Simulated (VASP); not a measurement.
A run of VASP 6.6.1:

The input INCAR:

```
ALGO = Normal
EDIFF = 1E-6
ENCUT = 520
GGA = PE
ISIF = 2
ISMEAR = 0
LASPH = True
LCHARG = False
LREAL = False
LWAVE = False
NBANDS = 28
NELM = 100
PREC = Accurate
SIGMA = 0.05
```

Contents of KPOINTS:

```
k-points
0
Gamma
  10 10 8
```

The input POSCAR:

```
SnO
1.0
    3.8681707514      0.0000000000      0.0000000000
    0.0000000000      3.8681707514      0.0000000000
    0.0000000000      0.0000000000      5.0672768981
Sn O
2 2
Direct
    0.0000000000      0.5000000000      0.2287361932
    0.5000000000      0.0000000000      0.7712638068
   -0.0258520129      0.0000000000     -0.0197344653
    0.5000000000      0.5000000000      0.0000000000
```

Potentials or basis: VASP PAW PBE potentials, release 64 (Sn_d, O).

Command:

```bash
$ cat potpaw_PBE.64/Sn_d/POTCAR potpaw_PBE.64/O/POTCAR > POTCAR
$ mpirun -np 1 vasp_std > vasp.out
```

Hardware: 1 thread of Intel(R) Xeon(R) 6975P-C (Granite Rapids) (shared host).

**Question.** Estimate the wall time of this run.

**Answer.** It took 3.2 min on 1 thread of Intel(R) Xeon(R) 6975P-C (Granite Rapids), on a shared host, peak memory 0.51 GiB. Counts: scf iterations 14, k points 252.
